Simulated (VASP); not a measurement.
# CoO (Fm-3m) in VASP: further runs, part 2 of 3

VASP 6.6.1. Earlier steps stand in the parts before.

### Step 4. Electric field gradients, PBEsol, collinear spin, ferromagnetic start (9.78 Å³/atom)

This run uses another cell than the first one, of 9.78 Å³/atom.

File INCAR:

```
SYSTEM = CoO
  PREC = Accurate
  ENCUT = 520
  EDIFF = 1E-8
  ISMEAR = -1
  SIGMA = 0.05
  LREAL = .FALSE.
  LASPH = .TRUE.
  NELM = 200
  ALGO = Normal
  ISIF = 2
  LWAVE = .FALSE.
  LCHARG = .FALSE.
  ISPIN = 2
  MAGMOM = 2 0
  LORBIT = 11
  LMAXMIX = 4
  GGA = PS
  LEFG = .TRUE.
  NBANDS = 18
  GGA_COMPAT = .FALSE.
```

File KPOINTS:

```
Automatic mesh
0
G
  16 16 16
  0 0 0
```

File POSCAR:

```
CoO
1.0
    0.0000000000      2.1385814474      2.1385814474
    2.1385814474      0.0000000000      2.1385814474
    2.1385814474      2.1385814474      0.0000000000
Co O
1 1
Direct
    0.0000000000      0.0000000000      0.0000000000
    0.5000000000      0.5000000000      0.5000000000
```

Potentials or basis: VASP PAW PBE potentials, release 64 (Co, O).

The run is started by

```sh
cat potpaw_PBE.64/Co/POTCAR potpaw_PBE.64/O/POTCAR > POTCAR
mpirun -np 1 vasp_std > vasp.out
```

OUTCAR:

```text
SYSTEM = CoO
   PREC = Accurate
   ENCUT = 520
   EDIFF = 1E-8
   ISMEAR = -1
   LREAL = .FALSE.
   LASPH = .TRUE.
   NELM = 200
   ISIF = 2
   ISPIN = 2
   LORBIT = 11
   GGA = PS

 ion  position               nearest neighbor table
   1  0.000  0.000  0.000-   2 2.14   2 2.14   2 2.14   2 2.14   2 2.14   2 2.14
   2  0.500  0.500  0.500-   1 2.14   1 2.14   1 2.14   1 2.14   1 2.14   1 2.14

  LATTYP: Found a face centered cubic cell.
 ALAT       =     4.2771628948

  Lattice vectors:

 A1 = (   0.0000000000,   2.1385814474,   2.1385814474)
 A2 = (   2.1385814474,   0.0000000000,   2.1385814474)
 A3 = (   2.1385814474,   2.1385814474,   0.0000000000)

Analysis of symmetry for initial positions (statically):
=====================================================================
 Subroutine PRICEL returns:
 Original cell was already a primitive cell.

 Routine SETGRP: Setting up the symmetry group for a
 face centered cubic supercell.

 Subroutine GETGRP returns: Found 48 space group operations
 (whereof 48 operations were pure point group operations)
 out of a pool of 48 trial point group operations.
[... 1223 lines left out ...]
    total drift:                                0.000000     -0.000000     -0.000000

  FREE ENERGIE OF THE ION-ELECTRON SYSTEM (eV)
  ---------------------------------------------------
  free  energy   TOTEN  =       -13.9437101141 eV

  energy  without entropy=      -13.9107756651  energy(sigma->0) =      -13.92724289

 Electric field gradients (V/A^2)
---------------------------------------------------------------------
 ion       V_xx      V_yy      V_zz      V_xy      V_xz      V_yz
---------------------------------------------------------------------
   1       0.000     0.000    -0.000     0.001     0.001     0.001
   2      -0.000    -0.000    -0.000    -0.002    -0.002    -0.002
---------------------------------------------------------------------

 Electric field gradients after diagonalization (V/A^2)
 (convention: |V_zz| > |V_xx| > |V_yy|)
----------------------------------------------------------------------
 ion       V_xx      V_yy      V_zz     asymmetry (V_yy - V_xx)/ V_zz
----------------------------------------------------------------------
   1      -0.001    -0.001     0.003       0.000
   2       0.002     0.002    -0.004       0.000
----------------------------------------------------------------------

           NMR quadrupolar parameters

 Cq : quadrupolar parameter    Cq=e*Q*V_zz/h
 eta: asymmetry parameters     (V_yy - V_xx)/ V_zz
 Q  : nuclear electric quadrupole moment in mb (millibarn)
----------------------------------------------------------------------
 ion       Cq(MHz)       eta       Q (mb)
----------------------------------------------------------------------
   1       0.000       0.000       1.000
   2      -0.000       0.000       1.000
----------------------------------------------------------------------

 total charge

# of ion       s       p       d       tot
------------------------------------------
    1        0.294   0.353   7.133   7.780
    2        1.550   3.394   0.000   4.945
--------------------------------------------------
tot          1.845   3.747   7.133  12.725

 magnetization (x)

# of ion       s       p       d       tot
------------------------------------------
    1        0.020   0.017   2.547   2.584
    2        0.029   0.294   0.000   0.323
--------------------------------------------------
tot          0.048   0.311   2.547   2.906
```

OSZICAR:

```text
N       E                     dE             d eps       ncg     rms          rms(c)
DAV:   1     0.756338240784E+02    0.75634E+02   -0.65551E+03 10868   0.951E+02
DAV:   2    -0.114584086803E+02   -0.87092E+02   -0.74959E+02 11002   0.219E+02
DAV:   3    -0.162487082422E+02   -0.47903E+01   -0.46159E+01 12166   0.545E+01
DAV:   4    -0.162982770645E+02   -0.49569E-01   -0.49515E-01 12540   0.529E+00
DAV:   5    -0.162993861370E+02   -0.11091E-02   -0.11089E-02 12912   0.794E-01    0.162E+01
DAV:   6    -0.154036819859E+02    0.89570E+00   -0.17114E+01 13144   0.618E+01    0.205E+01
DAV:   7    -0.140682486866E+02    0.13354E+01   -0.79943E+00 13010   0.484E+01    0.812E+00
DAV:   8    -0.139625656178E+02    0.10568E+00   -0.40963E-01 14882   0.987E+00    0.394E+00
DAV:   9    -0.139670018240E+02   -0.44362E-02   -0.27779E-01 15394   0.859E+00    0.282E+00
DAV:  10    -0.139449112415E+02    0.22091E-01   -0.10076E-01 15344   0.614E+00    0.440E-01
DAV:  11    -0.139440708006E+02    0.84044E-03   -0.19590E-02 14750   0.179E+00    0.355E-01
DAV:  12    -0.139437371428E+02    0.33366E-03   -0.16945E-03 15222   0.587E-01    0.887E-02
DAV:  13    -0.139437472060E+02   -0.10063E-04   -0.93778E-05 11992   0.816E-02    0.976E-02
DAV:  14    -0.139437101575E+02    0.37048E-04   -0.48304E-05 16010   0.107E-01    0.255E-02
DAV:  15    -0.139437107988E+02   -0.64125E-06   -0.45446E-06 14994   0.250E-02    0.174E-02
DAV:  16    -0.139437098991E+02    0.89968E-06   -0.52251E-06 15356   0.363E-02    0.227E-03
DAV:  17    -0.139437101099E+02   -0.21078E-06   -0.49773E-07 11874   0.546E-03    0.197E-03
DAV:  18    -0.139437101141E+02   -0.42021E-08   -0.28432E-08 10026   0.166E-03
   1 F= -.13943710E+02 E0= -.13927243E+02  d E =-.329344E-01  mag=     2.9612
```

stdout:

```text
POSCAR found type information on POSCAR CoO
 POSCAR found :  2 types and       2 ions
 scaLAPACK will be used
 -----------------------------------------------------------------------------
|                                                                             |
|                                                                             |
|     You enforced a specific xc type in the INCAR file but a different       |
|     I HOPE YOU KNOW WHAT YOU ARE DOING!                                     |
|                                                                             |
 -----------------------------------------------------------------------------

 LDA part: xc-table for (Slater+PW92), standard interpolation
 POSCAR, INCAR and KPOINTS ok, starting setup
 FFT: planning ... GRIDC
 FFT: planning ... GRID_SOFT
 FFT: planning ... GRID
 WAVECAR not read
 entering main loop
ion   1

ion   2
```

It took 2.5 min on 1 thread of Intel Xeon 8259CL, shared host; peak memory 0.21 GiB.

Results:

| Property | Result |
| --- | --- |
| Free energy | -13.9437 eV |
| Pressure | -12.7 GPa |
| Band gap on the k mesh | zero (filled and empty bands overlap) |
| Net moment | 2.96 μB per cell |
| Site moments | Co +2.58; O +0.32 μB |
| Largest electric field gradient by atom | zero within the noise of the run |
| Valence electrons inside the program's atomic spheres | Co 7.78; O 4.95 |

Levels at points of the mesh, in eV from the Fermi level:
Spin up:
```csv
k point,band 7,band 8,band 9,band 10,band 11,band 12
"(0.00, 0.00, 0.00)",-3.14,-3.14,-3.14,0.78,16.53,17.82
"(0.50, 0.00, 0.00)",-1.88,0.04,0.04,4.83,9.07,13.14
"(0.50, 0.50, 0.00)",-2.45,-2.15,-2.15,5.60,9.56,11.40
```
Spin down:
```tsv
k point	band 4	band 5	band 6	band 7	band 8	band 9
(0.00, 0.00, 0.00)	-2.54	-1.08	-1.08	-1.08	-0.11	-0.11
(0.50, 0.00, 0.00)	-4.62	-0.11	-0.11	0.19	2.54	2.54
(0.50, 0.50, 0.00)	-3.80	-2.21	0.15	0.15	0.35	0.80
```

Caveat: the cell stands under tension; the PAW data sets were made with another functional, which shifts forces and pressure a little; a cell with one magnetic atom can't hold antiferromagnetic order, which such compounds often take; semilocal functionals often make such compounds metallic where correlation or magnetic order opens a gap, which also shifts bond lengths. With open d or f shells a metallic result of PBEsol can be an artefact of self-interaction; +U or a hybrid may open a gap.

### Step 5. Electric field gradients, PBEsol, collinear spin, ferromagnetic start (9.88 Å³/atom)

This run uses another cell than the first one, of 9.88 Å³/atom.

File INCAR:

```
  PREC = Accurate
  ENCUT = 520
  EDIFF = 1E-8
  ISMEAR = -1
  SIGMA = 0.05
  LREAL = F
  LASPH = T
  NELM = 200
  ALGO = Normal
  ISIF = 2
  LWAVE = F
  LCHARG = F
  ISPIN = 2
  MAGMOM = 2 0
  LORBIT = 11
  LMAXMIX = 4
  GGA = PS
  LEFG = T
  NBANDS = 18
  GGA_COMPAT = F
```

File KPOINTS:

```
Automatic mesh
0
Gamma
  16 16 16
```

File POSCAR:

```
CoO
1.0
    0.0000000000      2.1456163054      2.1456163054
    2.1456163054      0.0000000000      2.1456163054
    2.1456163054      2.1456163054      0.0000000000
Co O
1 1
Direct
    0.0000000000      0.0000000000      0.0000000000
    0.5000000000      0.5000000000      0.5000000000
```

Potentials or basis: VASP PAW PBE potentials, release 64 (Co, O).

The run is started by

```sh
cat potpaw_PBE.64/Co/POTCAR potpaw_PBE.64/O/POTCAR > POTCAR
mpirun -np 1 vasp_std > vasp.out
```

OUTCAR:

```text
PREC = Accurate
   ENCUT = 520
   EDIFF = 1E-8
   ISMEAR = -1
   LREAL = F
   LASPH = T
   NELM = 200
   ISIF = 2
   ISPIN = 2
   LORBIT = 11
   GGA = PS

 ion  position               nearest neighbor table
   1  0.000  0.000  0.000-   2 2.15   2 2.15   2 2.15   2 2.15   2 2.15   2 2.15
   2  0.500  0.500  0.500-   1 2.15   1 2.15   1 2.15   1 2.15   1 2.15   1 2.15

  LATTYP: Found a face centered cubic cell.
 ALAT       =     4.2912326108

  Lattice vectors:

[... 1252 lines left out ...]
---------------------------------------------------------------------

 Electric field gradients after diagonalization (V/A^2)
 (convention: |V_zz| > |V_xx| > |V_yy|)
----------------------------------------------------------------------
 ion       V_xx      V_yy      V_zz     asymmetry (V_yy - V_xx)/ V_zz
----------------------------------------------------------------------
   1      -0.001    -0.001     0.003       0.000
   2       0.002     0.002    -0.004       0.000
----------------------------------------------------------------------

           NMR quadrupolar parameters

 Cq : quadrupolar parameter    Cq=e*Q*V_zz/h
 eta: asymmetry parameters     (V_yy - V_xx)/ V_zz
 Q  : nuclear electric quadrupole moment in mb (millibarn)
----------------------------------------------------------------------
 ion       Cq(MHz)       eta       Q (mb)
----------------------------------------------------------------------
   1       0.000       0.000       1.000
   2      -0.000       0.000       1.000
----------------------------------------------------------------------

 total charge

# of ion       s       p       d       tot
------------------------------------------
    1        0.292   0.347   7.126   7.764
    2        1.550   3.390   0.000   4.940
--------------------------------------------------
tot          1.842   3.736   7.126  12.704

 magnetization (x)

# of ion       s       p       d       tot
------------------------------------------
    1        0.019   0.017   2.556   2.592
    2        0.029   0.296   0.000   0.325
--------------------------------------------------
tot          0.048   0.313   2.556   2.917
```

OSZICAR:

```text
N       E                     dE             d eps       ncg     rms          rms(c)
DAV:   1     0.755688589287E+02    0.75569E+02   -0.65428E+03 10848   0.949E+02
DAV:   2    -0.115219871498E+02   -0.87091E+02   -0.75187E+02 10946   0.220E+02
DAV:   3    -0.162502125830E+02   -0.47282E+01   -0.45585E+01 12144   0.542E+01
DAV:   4    -0.162989024626E+02   -0.48690E-01   -0.48646E-01 12642   0.525E+00
DAV:   5    -0.163000306441E+02   -0.11282E-02   -0.11280E-02 12806   0.802E-01    0.162E+01
DAV:   6    -0.154310592536E+02    0.86897E+00   -0.17453E+01 13042   0.621E+01    0.209E+01
DAV:   7    -0.140615517469E+02    0.13695E+01   -0.84020E+00 12994   0.489E+01    0.813E+00
DAV:   8    -0.139469431020E+02    0.11461E+00   -0.42650E-01 14944   0.101E+01    0.386E+00
DAV:   9    -0.139553929454E+02   -0.84498E-02   -0.28974E-01 15332   0.870E+00    0.275E+00
DAV:  10    -0.139275466863E+02    0.27846E-01   -0.12014E-01 15262   0.673E+00    0.298E-01
DAV:  11    -0.139281880123E+02   -0.64133E-03   -0.14069E-02 14046   0.125E+00    0.315E-01
DAV:  12    -0.139278001023E+02    0.38791E-03   -0.10263E-03 15362   0.522E-01    0.730E-02
DAV:  13    -0.139278200496E+02   -0.19947E-04   -0.64291E-05 12148   0.677E-02    0.890E-02
DAV:  14    -0.139277864157E+02    0.33634E-04   -0.34628E-05 15606   0.956E-02    0.282E-02
DAV:  15    -0.139277860537E+02    0.36194E-06   -0.52409E-06 15774   0.361E-02    0.140E-02
DAV:  16    -0.139277855516E+02    0.50212E-06   -0.46511E-06 15514   0.313E-02    0.254E-03
DAV:  17    -0.139277857219E+02   -0.17029E-06   -0.59562E-07 11680   0.637E-03    0.201E-03
DAV:  18    -0.139277857147E+02    0.71614E-08   -0.28382E-08  9128   0.174E-03
   1 F= -.13927786E+02 E0= -.13911346E+02  d E =-.328795E-01  mag=     2.9727
```

Wall time 2.1 min (1 thread of Intel Xeon 8259CL, shared host); peak memory 0.21 GiB.

Results:

```
Free energy                                           : -13.9278 eV
Pressure                                              : -14.1 GPa
Band gap on the k mesh                                : zero (filled and empty bands overlap)
Net moment                                            : 2.97 μB per cell
Site moments                                          : Co +2.59; O +0.33 μB
Largest electric field gradient by atom               : zero within the noise of the run
Valence electrons inside the program's atomic spheres : Co 7.76; O 4.94
```

Caveat: the cell stands under tension; the PAW data sets were made with another functional, which shifts forces and pressure a little; a cell with one magnetic atom can't hold antiferromagnetic order, which such compounds often take; semilocal functionals often make such compounds metallic where correlation or magnetic order opens a gap, which also shifts bond lengths. With open d or f shells a metallic result of PBEsol can be an artefact of self-interaction; +U or a hybrid may open a gap.

[end of part 2 of 3]
